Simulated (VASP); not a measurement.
A run of VASP 6.6.1 is set up as follows.

INCAR

```
SYSTEM = ScHO2
PREC     = Accurate       ! precision mode
ENCUT    = 520            ! plane-wave cutoff, eV
EDIFF    = 1E-6           ! SCF threshold, eV
ISMEAR   = 0              ! smearing method
SIGMA    = 0.01           ! smearing width, eV
LREAL    = .False.        ! projectors in reciprocal space
LASPH    = .True.         ! aspherical terms in the spheres
NELM     = 80             ! most SCF steps
ALGO     = Normal         ! electronic algorithm
ISIF     = 2              ! what is computed and relaxed
LWAVE    = .False.        ! write WAVECAR
LCHARG   = .False.        ! write CHGCAR
NBANDS   = 20             ! bands
```

Contents of KPOINTS:

```
Automatic mesh
0
Gamma
  7 7 7
  0 0 0
```

POSCAR

```
ScHO2
1.0
    1.6165890000      0.9333380000      4.5309240000
   -1.6165890000      0.9333380000      4.5309240000
    0.0000000000     -1.8666760000      4.5309240000
Sc H O
1 1 2
Direct
    0.0000000000      0.0000000000      0.0000000000
    0.5000000000      0.5000000000      0.5000000000
    0.5897010000      0.5897010000      0.5897010000
    0.4102990000      0.4102990000      0.4102990000
```

Potentials or basis: VASP PAW LDA potentials, release 64 (Sc_sv, H, O).

Launch:

```console
$ cat potpaw_LDA.64/Sc_sv/POTCAR potpaw_LDA.64/H/POTCAR potpaw_LDA.64/O/POTCAR > POTCAR
$ mpirun -np 1 vasp_std > vasp.out
```

Task: Predict the band gap on the k mesh.

Result: 3.88 eV, indirect (least direct gap 4.23 eV).

Task: What does it give for the pressure?

Result: -8.7 GPa.

Task: What does it give for the largest force?

Result: 0.385 eV/Å.

Forces on the atoms (eV/Å):
```
Sc   0.000  0.000  0.000
H    0.000  0.000  0.000
O    0.000  0.000  0.385
O    0.000  0.000 -0.385
```

A k mesh can miss the band edges.
